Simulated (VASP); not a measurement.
Crystal: B.

```
B
1.0
     0.00000    1.48534    1.48534
     1.48534    0.00000    1.48534
     1.48534    1.48534    0.00000
B
1
Cartesian
  0.0000 0.0000 0.0000
```

| Quantity | Value |
| --- | --- |
| Program | VASP 6.6.1 |
| Task | relaxation of cell and atoms |
| Functional | r2SCAN |
| Potentials or basis | VASP PAW PBE potentials, release 64 (B) |
| Cutoff | 600 eV |
| k mesh | 18 × 18 × 18 |
| Occupations | fermi-dirac, width 0.1 eV |
| Spin | no spin polarisation |

At the start: pressure -26.7 GPa; volume 6.55 Å³/atom.

Problem. Where does the relaxation end?

Solution. Over 3 steps the energy falls by 68.1 meV/atom and the volume is 5.81 Å³/atom (-11.3 %); space group Fm-3m (No. 225, to 0.05 Å).

Step by step:
```
step  energy change (eV)  largest force (eV/Å)  pressure (GPa)  volume (Å³)
   1              0.0000                0.0000          -26.65         6.55
   2             -0.0588                0.0000           12.93         5.57
   3             -0.0681                0.0000            0.03         5.81
```

Final structure:
```
CELL_PARAMETERS angstrom
0.00000 1.42700 1.42700
1.42700 0.00000 1.42700
1.42700 1.42700 0.00000
ATOMIC_POSITIONS crystal
B 0.00000 0.00000 0.00000
```

Caveat: the PAW data sets were made with another functional, which shifts forces and pressure a little.
